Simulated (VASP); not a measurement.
TiAl:

```xyz
2
Lattice="3.0180 0.0000 0.0000 0.0000 3.0180 0.0000 0.0000 0.0000 3.0180" Properties=species:S:1:pos:R:3 pbc="T T T"
Ti    1.5090    1.5090    1.5090
Al    0.0000    0.0000    0.0000
```

* Program: VASP 6.6.1
* Task: relaxation of cell and atoms
* Functional: PBEsol
* Dispersion: D4
* Potentials or basis: VASP PAW PBE potentials, release 64 (Ti_sv, Al)
* Cutoff: 500 eV
* k mesh: 7 × 7 × 7
* Occupations: fermi-dirac, width 0.15 eV
* Spin: no spin polarisation

At the start: pressure 19.0 GPa; volume 13.74 Å³/atom.

Where does the relaxation end?

Over 3 steps the energy falls by 96.9 meV/atom and the volume is 15.57 Å³/atom (+13.3 %); space group Pm-3m (No. 221, to 0.05 Å).

Step by step:
```tsv
step	energy change (eV)	largest force (eV/Å)	pressure (GPa)	volume (Å³)
1	0.0000	0.0000	18.96	27.49
2	-0.0781	0.0000	-10.09	34.48
3	-0.1937	0.0000	-0.15	31.15
```

Final structure:
```
Ti Al
1.0
     3.14643    0.00000    0.00000
     0.00000    3.14643    0.00000
     0.00000    0.00000    3.14643
Ti Al
1 1
Direct
  0.50000 0.50000 0.50000
  0.00000 0.00000 0.00000
```

Caveat: the PAW data sets were made with another functional, which shifts forces and pressure a little; the volume moved by +13 % from the deposited cell, more than functionals usually miss; pairwise dispersion overbinds metals, which lowers pressure and volume.
